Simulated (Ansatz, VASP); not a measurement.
## BN: VASP beside Ansatz

The input INCAR:

```
PREC = Accurate
ENCUT = 600
EDIFF = 1E-6
ISMEAR = 0
SIGMA = 0.05
LREAL = False
LASPH = True
NELM = 120
ALGO = Normal
ISIF = 2
LWAVE = False
LCHARG = False
GGA = PE
NBANDS = 11
GGA_COMPAT = False
```

Contents of KPOINTS:

```
regular mesh
0
Gamma
  12 12 12
```

Contents of POSCAR:

```
BN
1.0
    0.0000000000      1.8123485134      1.8123485134
    1.8123485134      0.0000000000      1.8123485134
    1.8123485134      1.8123485134      0.0000000000
B N
1 1
Direct
   -0.0482798972      0.0482798972      0.0482798972
    0.7872603476      0.7127396524      0.7127396524
```

Input for Ansatz:

```yaml
crystal:
  lattice:
    - [0.0, 1.8123485134, 1.8123485134]
    - [1.8123485134, 0.0, 1.8123485134]
    - [1.8123485134, 1.8123485134, 0.0]
  atoms:
    - { symbol: B, position: [-0.0482798972, 0.0482798972, 0.0482798972] }
    - { symbol: "N", position: [0.7872603476, 0.7127396524, 0.7127396524] }
basis:
  ecutwfc: 420
kpoints:
  mp_grid: { grid: [12, 12, 12] }
hamiltonian:
  xc: pbe
scf:
  occupations: { method: gaussian, width: 0.05 }
output:
  forces: true
  stress: true
  eigenvalues: true
```

Change from the starting cell: mode 4 (1026.0 1/cm) frozen in, largest displacement +0.175 Å.

Alike in both runs: task single point; functional PBE; k mesh 12 × 12 × 12; occupations gaussian, width 0.05 eV; no spin polarisation.

|  | VASP | Ansatz |
| --- | --- | --- |
| version | VASP 6.6.1 | Ansatz 0.2.0 |
| potentials or method | VASP PAW PBE potentials, release 64 (B, N), cutoff 600 eV | scalar-relativistic, plane waves, PAW |
| valence electrons in the cell | 8 | 8 |

|  | VASP | Ansatz | Ansatz less VASP |
| --- | --- | --- | --- |
| gap on the k mesh at the Fermi level (eV) | 2.05 | 2.06 | +0.012 |
| least direct gap on the mesh (eV) | 6.38 | 6.38 | +0.004 |
| pressure (GPa) | 25.4 | 25.7 | +0.24 |
| traceless stress, the component that is largest in VASP (GPa) | -7.62 | -7.48 | +0.141 |
| rms of the force components (eV/Å) | 3.388 | 3.384 | -0.0037 |

Atom by atom the forces differ by 0.004 eV/Å (rms over components).
